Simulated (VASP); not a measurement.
# Cu3N (Pm-3m) in VASP: notebook

Runs on Cu3N. Level: PBE. Tasks: single point.

Program: VASP 6.6.1. These are calculated values, not measurements. Logs are shortened: lines on timing, memory, paths and dates and some standing lists are left out, and cuts for length are marked.

**1. The cell of the first run**

It takes space group Pm-3m (No. 221, cubic). Conventional cell: a = 3.494 Å, b = 3.494 Å, c = 3.494 Å, α = 90.00°, β = 90.00°, γ = 90.00°. Within 2.3 Å of Cu (site symmetry 4/mmm) lie 2 N at 1.75 Å. Within 2.3 Å of N (site symmetry m-3m) lie 6 Cu at 1.75 Å.

**2. Single point, PBE**

INCAR

```
SYSTEM = Cu3N
PREC = Accurate
ENCUT = 600
EDIFF = 1E-6
ISMEAR = 0
SIGMA = 0.1
LREAL = .False.
LASPH = .True.
NELM = 120
ALGO = Normal
ISIF = 2
LWAVE = .False.
LCHARG = .False.
GGA = PE
NBANDS = 27
GGA_COMPAT = .False.
```

KPOINTS

```
regular mesh
0
Gamma
  12 12 12
  0 0 0
```

POSCAR

```
Cu3N
1.0
    3.4939523626      0.0000000000      0.0000000000
    0.0000000000      3.4939523626      0.0000000000
    0.0000000000      0.0000000000      3.4939523626
Cu N
3 1
Direct
    0.5000000000      0.0000000000      0.0000000000
    0.0000000000      0.5000000000      0.0000000000
    0.0000000000      0.0000000000      0.5000000000
    0.0000000000      0.0000000000      0.0000000000
```

Potentials or basis: VASP PAW PBE potentials, release 64 (Cu, N).

Started as:

```sh
$ cat potpaw_PBE.64/Cu/POTCAR potpaw_PBE.64/N/POTCAR > POTCAR
$ mpirun -np 1 vasp_std > vasp.out
```

OUTCAR:

```text
SYSTEM = Cu3N
   PREC = Accurate
   ENCUT = 600
   EDIFF = 1E-6
   ISMEAR = 0
   LREAL = .False.
   LASPH = .True.
   NELM = 120
   ISIF = 2
   GGA = PE

 ion  position               nearest neighbor table
   1  0.500  0.000  0.000-   4 1.75   4 1.75   2 2.47   3 2.47   2 2.47   2 2.47   3 2.47   3 2.47
                             3 2.47   2 2.47
   2  0.000  0.500  0.000-   4 1.75   4 1.75   1 2.47   3 2.47   1 2.47   3 2.47   3 2.47   3 2.47
                             1 2.47   1 2.47
   3  0.000  0.000  0.500-   4 1.75   4 1.75   1 2.47   1 2.47   2 2.47   2 2.47   2 2.47   2 2.47
                             1 2.47   1 2.47
   4  0.000  0.000  0.000-   1 1.75   2 1.75   3 1.75   3 1.75   2 1.75   1 1.75

  LATTYP: Found a simple cubic cell.
 ALAT       =     3.4939523626

  Lattice vectors:

 A1 = (   3.4939523626,   0.0000000000,   0.0000000000)
 A2 = (   0.0000000000,   3.4939523626,   0.0000000000)
 A3 = (   0.0000000000,   0.0000000000,   3.4939523626)

Analysis of symmetry for initial positions (statically):
=====================================================================
 Subroutine PRICEL returns:
 Original cell was already a primitive cell.

 Routine SETGRP: Setting up the symmetry group for a
 simple cubic supercell.

 Subroutine GETGRP returns: Found 48 space group operations
 (whereof 48 operations were pure point group operations)
 out of a pool of 48 trial point group operations.

The static configuration has the point symmetry O_h .

Analysis of symmetry for dynamics (positions and initial velocities):
=====================================================================
 Subroutine PRICEL returns:
 Original cell was already a primitive cell.

 Routine SETGRP: Setting up the symmetry group for a
 simple cubic supercell.

 Subroutine GETGRP returns: Found 48 space group operations
 (whereof 48 operations were pure point group operations)
 out of a pool of 48 trial point group operations.

The dynamic configuration has the point symmetry O_h .

 Subroutine INISYM returns: Found 48 space group operations
 (whereof 48 operations are pure point group operations),
 and found     1 'primitive' translations

----------------------------------------------------------------------------------------

                                     Primitive cell

  volume of cell :      42.6531

  direct lattice vectors                    reciprocal lattice vectors
     3.493952363  0.000000000  0.000000000     0.286208825  0.000000000  0.000000000
     0.000000000  3.493952363  0.000000000     0.000000000  0.286208825  0.000000000
     0.000000000  0.000000000  3.493952363     0.000000000  0.000000000  0.286208825

  length of vectors
     3.493952363  3.493952363  3.493952363     0.286208825  0.286208825  0.286208825

  position of ions in fractional coordinates (direct lattice)
     0.500000000  0.000000000  0.000000000
     0.000000000  0.500000000  0.000000000
     0.000000000  0.000000000  0.500000000
     0.000000000  0.000000000  0.000000000

  ion indices of the primitive-cell ions
   primitive index   ion index
                 1           1
                 2           2
                 3           3
                 4           4

----------------------------------------------------------------------------------------

 KPOINTS: regular mesh

Automatic generation of k-mesh.
 Grid dimensions read from file:
 generate k-points for:   12   12   12

 Generating k-lattice:

  Cartesian coordinates                     Fractional coordinates (reciprocal lattice)
     0.023850735  0.000000000  0.000000000     0.083333333  0.000000000  0.000000000
     0.000000000  0.023850735  0.000000000     0.000000000  0.083333333  0.000000000
     0.000000000  0.000000000  0.023850735     0.000000000  0.000000000  0.083333333

  Length of vectors
     0.023850735  0.023850735  0.023850735

  Shift w.r.t. Gamma in fractional coordinates (k-lattice)
     0.000000000  0.000000000  0.000000000

 Subroutine IBZKPT returns following result:
 ===========================================

 Found     84 irreducible k-points:

 Following reciprocal coordinates:
            Coordinates               Weight
  0.000000  0.000000  0.000000      1.000000
  0.083333  0.000000  0.000000      6.000000
  0.166667  0.000000  0.000000      6.000000
  0.250000  0.000000  0.000000      6.000000
  0.333333  0.000000  0.000000      6.000000
  0.416667  0.000000  0.000000      6.000000
[... 16 lines left out ...]
  0.333333  0.333333  0.000000     12.000000
  0.416667  0.333333  0.000000     24.000000
 [... further k-points ...]
   k-points           NKPTS =     84   k-points in BZ     NKDIM =     84   number of bands    NBANDS=     27
   number of dos      NEDOS =    301   number of ions     NIONS =      4
   total plane-waves  NPLWV =  21952
   dimension x,y,z NGX =    28 NGY =   28 NGZ =   28
   dimension x,y,z NGXF=    56 NGYF=   56 NGZF=   56
   ions per type =               3   1
   NGX,Y,Z   is equivalent  to a cutoff of  13.32, 13.32, 13.32 a.u.
   NGXF,Y,Z  is equivalent  to a cutoff of  26.65, 26.65, 26.65 a.u.
 SYSTEM =  Cu3N
   PREC   = accura    normal or accurate (medium, high low for compatibility)
   ISTART =      0    job   : 0-new  1-cont  2-samecut
   ICHARG =      2    charge: 1-file 2-atom 10-const
   ISPIN  =      1    spin polarized calculation?
   LNONCOLLINEAR =      F non collinear calculations
   LSORBIT =      F    spin-orbit coupling
   LASPH  =      T    aspherical Exc in radial PAW
   ENCUT  =  600.0 eV  44.10 Ry    6.64 a.u.   6.98  6.98  6.98*2*pi/ulx,y,z
   NELM   =    120;   NELMIN=  2; NELMDL= -5     # of ELM steps
   EDIFF  = 0.1E-05   stopping-criterion for ELM
   LREAL  =      F    real-space projection
   EDIFFG = 0.1E-04   stopping-criterion for IOM
   NSW    =      0    number of steps for IOM
   IBRION =     -1    ionic relax: 0-MD 1-quasi-New 2-CG
   NFREE  =      0    steps in history (QN), initial steepest desc. (CG)
   ISIF   =      2    stress and relaxation
   ISYM   =      2    0-nonsym 1-usesym 2-fastsym
   POTIM  = 0.5000    time-step for ionic-motion
   TEBEG  =    0.0;   TEEND  =   0.0 temperature during run
   PSTRESS=    0.0 pullay stress
   NELECT =      38.0000    total number of electrons
   NUPDOWN=      -1.0000    fix difference up-down
   EMIN   =  10.00;   EMAX   =-10.00  energy-range for DOS
   EFERMI =   0.00;   METHOD = LEGACY
   ISMEAR =     0;   SIGMA  =   0.10  broadening in eV -4-tet -1-fermi 0-gaus
   EFERMI_NEDOS =   21; number of points for ismear=-14 and -15
   IALGO  =     38    algorithm
   IMIX   =      4    mixing-type and parameters
     AMIX     =   0.40;   BMIX     =  1.00
     AMIX_MAG =   1.60;   BMIX_MAG =  1.00
  volume/ion in A,a.u.               =      10.66        71.96
  Fermi-wavevector in a.u.,A,eV,Ry     =   1.575261  2.976811 33.762118  2.481446
  Thomas-Fermi vector in A             =   2.676271
   LORBIT       =      0    0 simple, 1 ext, 2 COOP (PROOUT), +10 PAW based schemes
   GGA     = PE    functional components
   LHFCALC =     F    Hartree Fock is set to
   AEXX    =    0.0000 exact exchange contribution
   IVDW    =     0    specifies the selected vdW correction
   LEPSILON=     F    determine dielectric tensor
   LRPA    =     F    only Hartree local field effects (RPA)
 non-spin polarized calculation
 Gauss-broadening in eV      SIGMA  =   0.10
  energy-cutoff  :      600.00
  volume of cell :       42.65
 maximum number of plane-waves:      1452
 NGX is ok and might be reduce to    28
   NGX = 13   NGY = 13   NGZ = 13

 number of electron      38.0000061 magnetization

 Free energy of the ion-electron system (eV)
  ---------------------------------------------------
  ext. energy  EPLUGINS =         0.00000000
  ---------------------------------------------------
  free energy    TOTEN  =       -16.38245314 eV

  energy without entropy =      -16.38049759  energy(sigma->0) =      -16.38147536

 E-fermi :   8.0700     XC(G=0): -12.2348

 val. band max:        8.0688499160   @ k =   0.5000   0.4167   0.3333
 cond. band min:       8.1548290362   @ k =   0.5000   0.4167   0.0000
 fundamental gap:      0.0859791202
 Fermi energy:         8.0699696640

 k-point     1 :       0.0000    0.0000    0.0000
  band No.  band energies     occupation
      1     -11.4311      2.00000
      2       0.9253      2.00000
      3       1.7334      2.00000
      4       1.7334      2.00000
      5       1.7334      2.00000
      6       2.5151      2.00000
[... 19 lines left out ...]
     26      22.3127      0.00000
     27      22.3127      0.00000

 k-point     2 :       0.0833    0.0000    0.0000
  band No.  band energies     occupation
      1     -11.3907      2.00000
      2       0.9077      2.00000
      3       1.4685      2.00000
      4       1.5847      2.00000
      5       1.5847      2.00000
      6       2.5258      2.00000
[... 19 lines left out ...]
     26      21.8365      0.00000
     27      21.8565      0.00000

 k-point     3 :       0.1667    0.0000    0.0000
  band No.  band energies     occupation
      1     -11.2767      2.00000
      2       0.4408      2.00000
      3       1.3093      2.00000
      4       1.3093      2.00000
      5       1.3609      2.00000
      6       2.5555      2.00000
[... 19 lines left out ...]
     26      20.7640      0.00000
     27      20.9598      0.00000

 k-point     4 :       0.2500    0.0000    0.0000
  band No.  band energies     occupation
      1     -11.1120      2.00000
      2      -0.3529      2.00000
      3       1.0462      2.00000
      4       1.0462      2.00000
      5       1.6179      2.00000
      6       2.5977      2.00000
[... 19 lines left out ...]
     26      19.5593      0.00000
     27      20.0551      0.00000
[... 516 lines left out ...]
      4       0.2691      2.00000
      5       3.1184      2.00000
      6       3.2254      2.00000
[... 19 lines left out ...]
     26      19.9084      0.00000
     27      20.3172      0.00000

 k-point    23 :       0.3333    0.3333    0.0000
  band No.  band energies     occupation
      1     -10.4227      2.00000
      2      -1.3334      2.00000
      3      -1.2653      2.00000
      4       0.2567      2.00000
      5       2.8016      2.00000
      6       3.3208      2.00000
[... 19 lines left out ...]
     26      19.1353      0.00000
     27      22.2889      0.00000

 k-point    24 :       0.4167    0.3333    0.0000
  band No.  band energies     occupation
      1     -10.2783      2.00000
      2      -1.7475      2.00000
      3      -1.3516      2.00000
      4       0.1513      2.00000
      5       3.1239      2.00000
      6       3.4445      2.00000
[... 19 lines left out ...]
     26      19.7512      0.00000
     27      21.7257      0.00000

 [... further k-points ...]
[... 5 lines left out ...]
  --------------------------------------------------------------------------------------
  -------------------------------------------------------------------------------------
  Total       16.2143294     16.2143294     16.2143294      0.0000000     -0.0000000      0.0000000
  in kB      609.0579754    609.0579754    609.0579754      0.0000000     -0.0000000      0.0000000
  external PRESSURE =     609.0579754 kB  Pullay stress =       0.0000000 kB

 VOLUME and BASIS-vectors are now :
 -----------------------------------------------------------------------------
  energy-cutoff  :      600.00
  volume of cell :       42.65
      direct lattice vectors                 reciprocal lattice vectors
     3.493952363  0.000000000  0.000000000     0.286208825  0.000000000  0.000000000
     0.000000000  3.493952363  0.000000000     0.000000000  0.286208825  0.000000000
     0.000000000  0.000000000  3.493952363     0.000000000  0.000000000  0.286208825

 POSITION                                       TOTAL-FORCE (eV/Angst)
 -----------------------------------------------------------------------------------
      1.74698      0.00000      0.00000         0.000000      0.000000      0.000000
      0.00000      1.74698      0.00000         0.000000      0.000000      0.000000
      0.00000      0.00000      1.74698         0.000000      0.000000      0.000000
      0.00000      0.00000      0.00000         0.000000      0.000000      0.000000
 -----------------------------------------------------------------------------------
    total drift:                                0.000000      0.000000     -0.000000

  FREE ENERGIE OF THE ION-ELECTRON SYSTEM (eV)
  ---------------------------------------------------
  free  energy   TOTEN  =       -16.3824531415 eV

  energy  without entropy=      -16.3804975859  energy(sigma->0) =      -16.38147536
```

Run time: 2.4 min. Hardware: 1 thread of AMD EPYC 7R43 (Zen 3), shared host; peak memory 0.19 GiB.

What came out:

* Free energy: -16.3825 eV
* Pressure: 60.9 GPa
* Band gap on the k mesh: zero (bands 19 and 20 overlap by 0.68 eV)

Levels at points of the mesh, in eV from the Fermi level:
```csv
k point,band 16,band 17,band 18,band 19,band 20,band 21,band 22,band 23
"(0.00, 0.00, 0.00)",-2.47,-2.47,-2.47,-2.37,2.00,6.59,6.59,7.12
"(0.50, 0.00, 0.00)",-2.96,-2.47,-1.90,-1.90,2.58,3.74,7.97,7.97
"(0.50, 0.50, 0.00)",-2.90,-1.39,-1.39,-0.88,-0.55,4.92,5.63,5.63
"(0.50, 0.50, 0.50)",-2.51,-0.03,-0.03,-0.03,0.19,0.19,0.19,6.26
```

Caveat: the cell stands under pressure. With open d or f shells a metallic result of PBE can be an artefact of self-interaction; +U or a hybrid may open a gap.

**3. Single point, PBE (equal strain along all axes, cell held: -3.0 %)**

INCAR

```
ALGO = Normal
EDIFF = 1E-6
ENCUT = 600
GGA = PE
GGA_COMPAT = F
ISIF = 2
ISMEAR = 0
LASPH = T
LCHARG = T
LELF = T
LREAL = F
LVHAR = T
LWAVE = F
NBANDS = 27
NELM = 120
PREC = Accurate
SIGMA = 0.01
```

KPOINTS

```
k-points
0
Gamma
  10 10 10
```

POSCAR

```
Cu3N
1.0
    3.7121981762      0.0000000000      0.0000000000
    0.0000000000      3.7121981762      0.0000000000
    0.0000000000      0.0000000000      3.7121981762
Cu N
3 1
Direct
    0.5000000000      0.0000000000      0.0000000000
    0.0000000000      0.5000000000      0.0000000000
    0.0000000000      0.0000000000      0.5000000000
    0.0000000000      0.0000000000      0.0000000000
```

Potentials or basis: VASP PAW PBE potentials, release 64 (Cu, N).

Started as:

```sh
$ cat potpaw_PBE.64/Cu/POTCAR potpaw_PBE.64/N/POTCAR > POTCAR
$ mpirun -np 1 vasp_std > vasp.out
```

It took 59 s on 1 thread of AMD EPYC 9R45 (Zen 5), shared host; peak memory 0.19 GiB.

It converged, with:

```
Free energy            : -18.1843 eV
Pressure               : 13.9 GPa
Band gap on the k mesh : zero (bands 19 and 20 overlap by 0.06 eV)
```

Levels at points of the mesh, in eV from the Fermi level:
```tsv
k point	band 15	band 16	band 17	band 18	band 19	band 20	band 21	band 22	band 23	band 24
(0.00, 0.00, 0.00)	-2.60	-2.01	-2.01	-2.01	-1.95	1.27	5.66	5.66	6.76	6.76
(0.50, 0.00, 0.00)	-2.59	-2.40	-2.01	-1.55	-1.55	1.84	3.45	7.35	7.42	7.42
(0.50, 0.50, 0.00)	-2.65	-2.35	-1.16	-1.16	-0.75	-0.02	3.95	5.05	5.05	8.48
(0.50, 0.50, 0.50)	-2.05	-2.05	0.04	0.04	0.04	0.58	0.58	0.58	6.17	8.60
```

Caveat: the cell differs from its parent crystal (equal strain along all axes, cell held: -3.0 %); the cell stands under pressure.

**4. Single point, PBE (equal strain along all axes, cell held: -2.0 %)**

INCAR

```
SYSTEM = Cu3N
  PREC = Accurate
  ENCUT = 600
  EDIFF = 1E-6
  ISMEAR = 0
  SIGMA = 0.01
  LREAL = .False.
  LASPH = .True.
  NELM = 120
  ALGO = Normal
  ISIF = 2
  LWAVE = .False.
  LCHARG = .True.
  GGA = PE
  LELF = .True.
  LVHAR = .True.
  NBANDS = 27
  GGA_COMPAT = .False.
```

KPOINTS

```
regular mesh
0
Gamma
  10 10 10
  0 0 0
```

POSCAR

```
Cu3N
1.0
    3.7504682605      0.0000000000      0.0000000000
    0.0000000000      3.7504682605      0.0000000000
    0.0000000000      0.0000000000      3.7504682605
Cu N
3 1
Direct
    0.5000000000      0.0000000000      0.0000000000
    0.0000000000      0.5000000000      0.0000000000
    0.0000000000      0.0000000000      0.5000000000
    0.0000000000      0.0000000000      0.0000000000
```

Started as:

```sh
$ cat potpaw_PBE.64/Cu/POTCAR potpaw_PBE.64/N/POTCAR > POTCAR
$ mpirun -np 1 vasp_std > vasp.out
```

It took 53 s on 1 thread of AMD EPYC 9R45 (Zen 5), shared host; peak memory 0.19 GiB.

It converged, with:

```yaml
Free_energy: -18.2978 eV
Pressure: 9.0 GPa
Band_gap_on_the_k_mesh: 0.04 eV (least direct gap 0.59 eV)
```

Levels at points of the mesh, in eV from the valence-band top:
| k point | band 16 | band 17 | band 18 | band 19 | band 20 | band 21 | band 22 | band 23 |
| --- | --- | --- | --- | --- | --- | --- | --- | --- |
| (0.00, 0.00, 0.00) | -1.96 | -1.96 | -1.96 | -1.91 | 1.14 | 5.49 | 5.49 | 6.68 |
| (0.50, 0.00, 0.00) | -2.33 | -1.96 | -1.52 | -1.52 | 1.71 | 3.38 | 7.10 | 7.32 |
| (0.50, 0.50, 0.00) | -2.29 | -1.15 | -1.15 | -0.75 | 0.04 | 3.78 | 4.95 | 4.95 |
| (0.50, 0.50, 0.50) | -2.00 | 0.00 | 0.00 | 0.00 | 0.65 | 0.65 | 0.65 | 6.14 |

Caveat: the cell differs from its parent crystal (equal strain along all axes, cell held: -2.0 %); the cell stands under pressure. A k mesh can miss the band edges.

**5. Single point, PBE (equal strain along all axes, cell held: -1.0 %)**

INCAR

```
SYSTEM = Cu3N
PREC     = Accurate       ! precision mode
ENCUT    = 600            ! plane-wave cutoff, eV
EDIFF    = 1E-6           ! SCF threshold, eV
ISMEAR   = 0              ! smearing method
SIGMA    = 0.01           ! smearing width, eV
LREAL    = .FALSE.        ! projectors in reciprocal space
LASPH    = .TRUE.         ! aspherical terms in the spheres
NELM     = 120            ! most SCF steps
ALGO     = Normal         ! electronic algorithm
ISIF     = 2              ! what is computed and relaxed
LWAVE    = .FALSE.        ! write WAVECAR
LCHARG   = .FALSE.        ! write CHGCAR
GGA      = PE             ! functional
NBANDS   = 27             ! bands
GGA_COMPAT= .FALSE.
```

KPOINTS

```
regular mesh
0
G
  10 10 10
  0 0 0
```

POSCAR

```
Cu3N
1.0
    3.7887383448      0.0000000000      0.0000000000
    0.0000000000      3.7887383448      0.0000000000
    0.0000000000      0.0000000000      3.7887383448
Cu N
3 1
Direct
    0.5000000000      0.0000000000      0.0000000000
    0.0000000000      0.5000000000      0.0000000000
    0.0000000000      0.0000000000      0.5000000000
    0.0000000000      0.0000000000      0.0000000000
```

Started as:

```sh
$ cat potpaw_PBE.64/Cu/POTCAR potpaw_PBE.64/N/POTCAR > POTCAR
$ mpirun -np 1 vasp_std > vasp.out
```

It took 52 s on 1 thread of AMD EPYC 9R45 (Zen 5), shared host; peak memory 0.19 GiB.

Results (log left out):

```yaml
Free_energy: -18.3655 eV
Pressure: 4.6 GPa
Band_gap_on_the_k_mesh: 0.15 eV (least direct gap 0.69 eV)
```

Levels at points of the mesh, in eV from the valence-band top:
```csv
k point,band 15,band 16,band 17,band 18,band 19,band 20,band 21,band 22,band 23,band 24
"(0.00, 0.00, 0.00)",-2.41,-1.87,-1.87,-1.87,-1.83,1.05,5.37,5.37,6.64,6.64
"(0.50, 0.00, 0.00)",-2.40,-2.23,-1.87,-1.45,-1.45,1.63,3.35,6.91,7.26,7.26
"(0.50, 0.50, 0.00)",-2.46,-2.20,-1.10,-1.10,-0.71,0.15,3.65,4.88,4.88,8.26
"(0.50, 0.50, 0.50)",-1.91,-1.91,0.00,0.00,0.00,0.76,0.76,0.76,6.14,8.15
```

Caveat: the cell differs from its parent crystal (equal strain along all axes, cell held: -1.0 %); the cell stands under pressure. A k mesh can miss the band edges.

**6. Summary**

| cell | k mesh | smearing | gap on the mesh (eV) | pressure (GPa) |
| --- | --- | --- | --- | --- |
| a = 3.494 Å, 4 atoms | 12 × 12 × 12 | gaussian 0.1 eV | none | 60.9 |
| a = 3.712 Å, 4 atoms | 10 × 10 × 10 | gaussian 0.01 eV | none | 13.9 |
| a = 3.750 Å, 4 atoms | 10 × 10 × 10 | gaussian 0.01 eV | 0.04 | 9.0 |
| a = 3.789 Å, 4 atoms | 10 × 10 × 10 | gaussian 0.01 eV | 0.15 | 4.6 |

Alike in all rows: task single point; level PBE; potentials or basis VASP PAW PBE potentials, release 64 (Cu, N); no spin polarisation; cutoff (eV) 600.

Caveats: the cell stands under pressure.

Absolute energies hang on the potentials; compare differences alone.
